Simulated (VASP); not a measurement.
Set up this calculation in VASP 6.6.1, as the native input.

```
Task                   : single point
Functional             : PBE
Potentials or basis    : VASP PAW PBE potentials, release 64 (V_sv, Re, F)
Cutoff                 : 520 eV
k mesh                 : 10 × 10 × 10
Occupations            : gaussian, width 0.1 eV
Spin                   : no spin polarisation
Dipole correction      : no
Further INCAR settings : ALGO = Normal; EDIFF = 1e-07; NBANDS = 28
```

The structure of VRe3F lies in POSCAR:

```
VRe3F
1.0
    4.1475613590      0.0000000000      0.0000000000
    0.0000000000      4.1475613590      0.0000000000
    0.0000000000      0.0000000000      4.1475613590
V Re F
1 3 1
Direct
    0.5000000000      0.5000000000      0.5000000000
    0.0000000000      0.5000000000      0.0000000000
    0.5000000000      0.0000000000      0.0000000000
    0.0000000000      0.0000000000      0.5000000000
    0.0000000000      0.0000000000      0.0000000000
```

These files were run (other wordings do the same):

INCAR

```
ALGO = Normal
EDIFF = 1E-7
ENCUT = 520
GGA = PE
ISIF = 2
ISMEAR = 0
LASPH = True
LCHARG = False
LREAL = False
LWAVE = False
NBANDS = 28
NELM = 100
PREC = Accurate
SIGMA = 0.1
```

KPOINTS

```
k-points
0
Gamma
  10 10 10
```

Potentials or basis: VASP PAW PBE potentials, release 64 (V_sv, Re, F).

Launch:

```console
$ cat potpaw_PBE.64/V_sv/POTCAR potpaw_PBE.64/Re/POTCAR potpaw_PBE.64/F/POTCAR > POTCAR
$ mpirun -np 1 vasp_std > vasp.out
```

Results of the run:

The pressure is 1.1 GPa.

Caveat: an odd number of electrons without spin polarisation forces a metal; a magnetic or distorted state may lie lower; the run has no spin polarisation, though such a crystal can be magnetic.

Run time: 110 s on 1 thread of Intel(R) Xeon(R) Platinum 8259CL CPU @ 2.50GHz (Skylake/Cascade Lake) (shared host), peak memory 0.25 GiB.
